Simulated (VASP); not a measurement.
Here is a VASP 6.6.1 calculation.

INCAR

```
PREC     = Accurate       # precision mode
ENCUT    = 520            # plane-wave cutoff, eV
EDIFF    = 1E-6           # SCF threshold, eV
ISMEAR   = -1             # smearing method
SIGMA    = 0.02           # smearing width, eV
LREAL    = F              # projectors in reciprocal space
LASPH    = T              # aspherical terms in the spheres
NELM     = 60             # most SCF steps
ALGO     = Normal         # electronic algorithm
ISIF     = 2              # what is computed and relaxed
LWAVE    = F              # write WAVECAR
LCHARG   = F              # write CHGCAR
GGA      = PE             # functional
NBANDS   = 28             # bands
```

The input KPOINTS:

```
regular mesh
0
Gamma
  6 6 6
```

POSCAR

```
BaZrO3
1.0
    4.3315155616      0.0000000000      0.0000000000
    0.0000000000      4.3315155616      0.0000000000
    0.0000000000      0.0000000000      4.1434045536
Ba Zr O
1 1 3
Direct
    0.0000000000      0.0000000000      0.0000000000
    0.5000000000      0.5000000000      0.5000000000
    0.5000000000      0.5000000000      0.0000000000
    0.5000000000      0.0000000000      0.5000000000
    0.0000000000      0.5000000000      0.5000000000
```

Potentials or basis: VASP PAW PBE potentials, release 64 (Ba_sv, Zr_sv, O).

Launch:

```console
$ cat potpaw_PBE.64/Ba_sv/POTCAR potpaw_PBE.64/Zr_sv/POTCAR potpaw_PBE.64/O/POTCAR > POTCAR
$ mpirun -np 1 vasp_std > vasp.out
```

(1) What does it give for the band gap on the k mesh?

(2) Predict the pressure.

Results:

(1) 2.93 eV, indirect (least direct gap 3.17 eV).

(2) -2.7 GPa.

Caveat: the cell differs from its parent crystal (epitaxial xy strain +3.0%); spin-orbit coupling is left out, which moves the levels of the heavy elements.
